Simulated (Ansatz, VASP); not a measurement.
## Two plane-wave programs on Eu

```
Eu
1.0
    -2.28754    2.28754    2.28754
     2.28754   -2.28754    2.28754
     2.28754    2.28754   -2.28754
Eu
1
Cartesian
  0.0000 0.0000 0.0000
```

Alike in both runs: task single point; functional r2SCAN; k mesh 8 × 8 × 8; occupations fermi-dirac, width 0.05 eV; collinear spin.

```csv
,VASP,Ansatz
version,VASP 6.6.1,Ansatz 0.2.0
potentials or method,"VASP PAW PBE potentials, release 64 (Eu)",Ansatz PAW
plane-wave cutoff (eV),520,500
valence electrons in the cell,17,17
```

|  | VASP | Ansatz | Ansatz less VASP |
| --- | --- | --- | --- |
| gap on the k mesh at the Fermi level (eV) | none | none | - |
| pressure (GPa) | -1.4 | -1.0 | +0.36 |
| net moment per atom (μB) | 7.74 | 7.76 | +0.019 |
| size of the moment on the site where the two differ most (μB) | 6.70 | 7.28 | +0.579 |

VASP's potentials were made for PBE, not for r2SCAN. Site moments also hang on the region over which each program counts them. A gap of «none» marks a metal or a gap that the smearing closes.

Spin-orbit coupling is off throughout. Noted on Ansatz's run: the magnetic or orbital state may not be the lowest.
